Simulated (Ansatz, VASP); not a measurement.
## In: VASP beside Ansatz

The input INCAR:

```
PREC = Accurate ; ENCUT = 520
EDIFF = 1E-7 ; ISMEAR = 0
SIGMA = 0.15 ; LREAL = False
LASPH = True ; NELM = 80
ALGO = Fast ; ISIF = 2
LWAVE = False ; LCHARG = True
GGA = PE ; LELF = True
LVHAR = True ; NBANDS = 12
```

The input KPOINTS:

```
regular mesh
0
Gamma
  20 20 20
```

File POSCAR:

```
In
1.0
   -1.6261500000      1.6261500000      2.5729080000
    1.6261500000     -1.6261500000      2.5729080000
    1.6261500000      1.6261500000     -2.5729080000
In
1
Direct
    0.0000000000      0.0000000000      0.0000000000
```

Input for Ansatz:

```yaml
crystal:
  lattice:
    - [-1.62615, 1.62615, 2.572908]
    - [1.62615, -1.62615, 2.572908]
    - [1.62615, 1.62615, -2.572908]
  atoms:
    - { symbol: In, position: [0.0, 0.0, 0.0] }
basis:
  ecutwfc: 420
kpoints:
  mp_grid: { grid: [20, 20, 20] }
hamiltonian:
  xc: pbe
scf:
  occupations: { method: gaussian, width: 0.15 }
output:
  forces: true
  stress: true
  eigenvalues: true
```

Change from the starting cell: strain +0.000 along x and y, +0.040 along z, atoms carried along.

Alike in both runs: task single point; functional PBE; k mesh 20 × 20 × 20; occupations gaussian, width 0.15 eV; no spin polarisation.

|  | VASP | Ansatz |
| --- | --- | --- |
| version | VASP 6.6.1 | Ansatz 0.2.0 |
| potentials or method | VASP PAW PBE potentials, release 64 (In_d), cutoff 520 eV | scalar-relativistic, plane waves, PAW |
| valence electrons in the cell | 13 | 13 |

```tsv
	VASP	Ansatz	Ansatz less VASP
gap on the k mesh at the Fermi level (eV)	none	none	-
pressure (GPa)	0.4	0.4	+0.04
traceless stress, the component that is largest in VASP (GPa)	-0.14	-0.14	+0.003
```

A gap of «none» marks a metal or a gap that the smearing closes.
